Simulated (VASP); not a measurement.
# Hf2S (P6_3/mmc) in VASP: notebook, part 3 of 3

VASP 6.6.1. Earlier steps stand in the parts before.

### Step 4. Single point, PBEsol (19.99 Å³/atom)

This run uses another cell than the first one, of 19.99 Å³/atom.

Input file INCAR:

```
ALGO = Normal ; EDIFF = 1E-6
ENCUT = 520 ; GGA = PS
ISIF = 2 ; ISMEAR = 0
LASPH = True ; LCHARG = False
LREAL = False ; LWAVE = False
NBANDS = 35 ; NELM = 80
PREC = Accurate ; SIGMA = 0.1
```

Input file KPOINTS:

```
k-points
0
Gamma
  12 12 4
```

Input file POSCAR:

```
Hf2S
1.0
    3.4233639517      0.0000000000      0.0000000000
   -1.7116819759      2.9647201486      0.0000000000
    0.0000000000      0.0000000000     11.8153263650
Hf S
4 2
Direct
    0.6666666667      0.3333333333      0.8983447897
    0.3333333333      0.6666666667      0.3983447897
    0.6666666667      0.3333333333      0.6016552103
    0.3333333333      0.6666666667      0.1016552103
    0.0000000000      0.0000000000      0.7500000000
    0.0000000000      0.0000000000      0.2500000000
```

Potentials or basis: VASP PAW PBE potentials, release 64 (Hf_pv, S).

Started as:

```sh
cat potpaw_PBE.64/Hf_pv/POTCAR potpaw_PBE.64/S/POTCAR > POTCAR
mpirun -np 1 vasp_std > vasp.out
```

OUTCAR:

```text
EDIFF = 1E-6
   ENCUT = 520
   GGA = PS
   ISIF = 2
   ISMEAR = 0
   LASPH = True
   LREAL = False
   NELM = 80
   PREC = Accurate

 ion  position               nearest neighbor table
   1  0.667  0.333  0.898-   5 2.64   5 2.64   5 2.64   4 3.11   4 3.11   4 3.11   3 3.51
   2  0.333  0.667  0.398-   6 2.64   6 2.64   6 2.64   3 3.11   3 3.11   3 3.11   4 3.51
   3  0.667  0.333  0.602-   5 2.64   5 2.64   5 2.64   2 3.11   2 3.11   2 3.11   1 3.51
   4  0.333  0.667  0.102-   6 2.64   6 2.64   6 2.64   1 3.11   1 3.11   1 3.11   2 3.51
   5  0.000  0.000  0.750-   1 2.64   3 2.64   1 2.64   3 2.64   1 2.64   3 2.64
   6  0.000  0.000  0.250-   2 2.64   4 2.64   2 2.64   4 2.64   2 2.64   4 2.64

  LATTYP: Found a hexagonal cell.
 ALAT       =     3.4233639517
 C/A-ratio  =     3.4513789745

  Lattice vectors:

 A1 = (   3.4233639517,   0.0000000000,   0.0000000000)
 A2 = (  -1.7116819759,   2.9647201486,   0.0000000000)
 A3 = (   0.0000000000,   0.0000000000,  11.8153263650)

Analysis of symmetry for initial positions (statically):
=====================================================================
 Subroutine PRICEL returns:
 Original cell was already a primitive cell.

 Routine SETGRP: Setting up the symmetry group for a
 hexagonal supercell.

 Subroutine GETGRP returns: Found 24 space group operations
 (whereof 12 operations were pure point group operations)
 out of a pool of 24 trial point group operations.

The static configuration has the point symmetry D_3d.
 The point group associated with its full space group is D_6h.

Analysis of symmetry for dynamics (positions and initial velocities):
=====================================================================
 Subroutine PRICEL returns:
 Original cell was already a primitive cell.

 Routine SETGRP: Setting up the symmetry group for a
 hexagonal supercell.
[... 134 lines left out ...]
     AMIX_MAG =   1.60;   BMIX_MAG =  1.00
  volume/ion in A,a.u.               =      19.99       134.87
  Fermi-wavevector in a.u.,A,eV,Ry     =   1.239125  2.341607 20.890803  1.535431
  Thomas-Fermi vector in A             =   2.373621
   LORBIT       =      0    0 simple, 1 ext, 2 COOP (PROOUT), +10 PAW based schemes
   GGA     = PS    functional components
   LHFCALC =     F    Hartree Fock is set to
   AEXX    =    0.0000 exact exchange contribution
   IVDW    =     0    specifies the selected vdW correction
   LEPSILON=     F    determine dielectric tensor
   LRPA    =     F    only Hartree local field effects (RPA)
 non-spin polarized calculation
 Gauss-broadening in eV      SIGMA  =   0.10
  energy-cutoff  :      520.00
  volume of cell :      119.92
 maximum number of plane-waves:      3264
 NGX is ok and might be reduce to    28
   NGX = 13   NGY = 13   NGZ = 43

 number of electron      52.0000001 magnetization

 Free energy of the ion-electron system (eV)
  ---------------------------------------------------
  ext. energy  EPLUGINS =         0.00000000
  ---------------------------------------------------
  free energy    TOTEN  =       -57.27982119 eV

  energy without entropy =      -57.26572944  energy(sigma->0) =      -57.27277532

 E-fermi :   5.9991     XC(G=0): -11.3337

 val. band max:        5.9906776005   @ k =   0.0000   0.0000   0.0000
 cond. band min:       6.0093380398   @ k =   0.0833   0.0833   0.0000
 fundamental gap:      0.0186604393
 Fermi energy:         5.9991469136

 k-point     1 :       0.0000    0.0000    0.0000
  band No.  band energies     occupation
      1     -25.3238      2.00000
      2     -25.2104      2.00000
      3     -24.9423      2.00000
      4     -24.8709      2.00000
      5     -24.8709      2.00000
      6     -24.8617      2.00000
[... 901 lines left out ...]
     34       8.8787      0.00000
     35       9.4157      0.00000

 [... further k-points ...]

------------------------ aborting loop because EDIFF is reached ----------------------------------------

  FORCE on cell =-STRESS in cart. coord.  units (eV):
  Direction    XX          YY          ZZ          XY          YZ          ZX
  --------------------------------------------------------------------------------------
  -------------------------------------------------------------------------------------
  Total       -5.8182623     -5.8182623     -5.8364048      0.0000000     -0.0000000      0.0000000
  in kB      -77.7358550    -77.7358550    -77.9782513      0.0000000     -0.0000000      0.0000000
  external PRESSURE =     -77.8166538 kB  Pullay stress =       0.0000000 kB

 VOLUME and BASIS-vectors are now :
 -----------------------------------------------------------------------------
  energy-cutoff  :      520.00
  volume of cell :      119.92
      direct lattice vectors                 reciprocal lattice vectors
     3.423363952  0.000000000  0.000000000     0.292110338  0.168649982  0.000000000
    -1.711681976  2.964720149  0.000000000     0.000000000  0.337299964  0.000000000
     0.000000000  0.000000000 11.815326365     0.000000000  0.000000000  0.084635834

 POSITION                                       TOTAL-FORCE (eV/Angst)
 -----------------------------------------------------------------------------------
      1.71168      0.98824     10.61424         0.000000     -0.000000     -0.004940
     -0.00000      1.97648      4.70657        -0.000000      0.000000     -0.004940
      1.71168      0.98824      7.10875        -0.000000     -0.000000      0.004940
     -0.00000      1.97648      1.20109         0.000000      0.000000      0.004940
      0.00000      0.00000      8.86149        -0.000000      0.000000     -0.000000
      0.00000      0.00000      2.95383         0.000000     -0.000000     -0.000000
 -----------------------------------------------------------------------------------
    total drift:                                0.000000      0.000000      0.000000

  FREE ENERGIE OF THE ION-ELECTRON SYSTEM (eV)
  ---------------------------------------------------
  free  energy   TOTEN  =       -57.2798211900 eV

  energy  without entropy=      -57.2657294439  energy(sigma->0) =      -57.27277532
```

OSZICAR:

```text
N       E                     dE             d eps       ncg     rms          rms(c)
DAV:   1     0.237274151828E+03    0.23727E+03   -0.27775E+04  4030   0.141E+03
DAV:   2    -0.419811592230E+02   -0.27926E+03   -0.26905E+03  4799   0.338E+02
DAV:   3    -0.593863683070E+02   -0.17405E+02   -0.17092E+02  5286   0.560E+01
DAV:   4    -0.597200500069E+02   -0.33368E+00   -0.33220E+00  5060   0.866E+00
DAV:   5    -0.597265206005E+02   -0.64706E-02   -0.64628E-02  5230   0.111E+00    0.938E+01
DAV:   6    -0.577679741050E+02    0.19585E+01   -0.30906E+00  4604   0.742E+00    0.564E+01
DAV:   7    -0.573485011467E+02    0.41947E+00   -0.33003E+00  4599   0.762E+00    0.511E+00
DAV:   8    -0.572809824464E+02    0.67519E-01   -0.46080E-01  4615   0.283E+00    0.146E+00
DAV:   9    -0.572801873133E+02    0.79513E-03   -0.19103E-02  5229   0.647E-01    0.743E-01
DAV:  10    -0.572798270511E+02    0.36026E-03   -0.25484E-03  4698   0.225E-01    0.291E-01
DAV:  11    -0.572798287476E+02   -0.16965E-05   -0.24020E-04  5302   0.639E-02    0.104E-01
DAV:  12    -0.572798206861E+02    0.80615E-05   -0.23449E-05  4920   0.221E-02    0.168E-02
DAV:  13    -0.572798211900E+02   -0.50390E-06   -0.33514E-06  4633   0.795E-03
   1 F= -.57279821E+02 E0= -.57272775E+02  d E =-.140917E-01
```

stdout:

```text
POSCAR found type information on POSCAR HfS
 POSCAR found :  2 types and       6 ions
 scaLAPACK will be used
 -----------------------------------------------------------------------------
|                                                                             |
|                                                                             |
|     You enforced a specific xc type in the INCAR file but a different       |
|     I HOPE YOU KNOW WHAT YOU ARE DOING!                                     |
|                                                                             |
 -----------------------------------------------------------------------------

 LDA part: xc-table for (Slater+PW92), standard interpolation
 POSCAR, INCAR and KPOINTS ok, starting setup
 FFT: planning ... GRIDC
 FFT: planning ... GRID_SOFT
 FFT: planning ... GRID
 WAVECAR not read
 entering main loop
```

Run time: 6.1 min. Hardware: 1 thread of Intel Xeon 8259CL, shared host; peak memory 0.37 GiB.

What came out:

```
Free energy            : -57.2798 eV
Pressure               : -7.8 GPa
Largest force          : 0.005 eV/Å
Band gap on the k mesh : zero (bands 26 and 27 overlap by 0.98 eV)
```

Forces in eV/Å, atoms in the order of the input:
```
Hf   0.000  0.000 -0.005
Hf   0.000  0.000 -0.005
Hf   0.000  0.000  0.005
Hf   0.000  0.000  0.005
S    0.000  0.000  0.000
S    0.000  0.000  0.000
```

Caveat: the cell stands under tension; the PAW data sets were made with another functional, which shifts forces and pressure a little; spin-orbit coupling is left out, which moves the levels of the heavy elements.

### Step 5. Overview

| cell | gap on the mesh (eV) | pressure (GPa) | largest force (eV/Å) |
| --- | --- | --- | --- |
| a = 3.347, b = 3.347, c = 11.664 Å, angles 90.0, 90.0, 120.0°, 6 atoms, atomic positions A | none | -0.4 | 0.01 |
| a = 3.385, b = 3.385, c = 11.739 Å, angles 90.0, 90.0, 120.0°, 6 atoms, atomic positions B | none | -4.4 | 0.01 |
| a = 3.423, b = 3.423, c = 11.815 Å, angles 90.0, 90.0, 120.0°, 6 atoms, atomic positions C | none | -7.8 | - |

Alike in all rows: task single point; level PBEsol; potentials or basis VASP PAW PBE potentials, release 64 (Hf_pv, S); no spin polarisation; k mesh 12 × 12 × 4; cutoff (eV) 520; smearing gaussian 0.1 eV.

Caveats: the PAW data sets were made with another functional, which shifts forces and pressure a little; spin-orbit coupling is left out, which moves the levels of the heavy elements; the cell stands under tension (at least some runs).

Total energies depend on the potentials used, so only differences within one code and one set of settings carry meaning.

The gap in the log of VASP goes by the Fermi energy; the results here count the filled bands.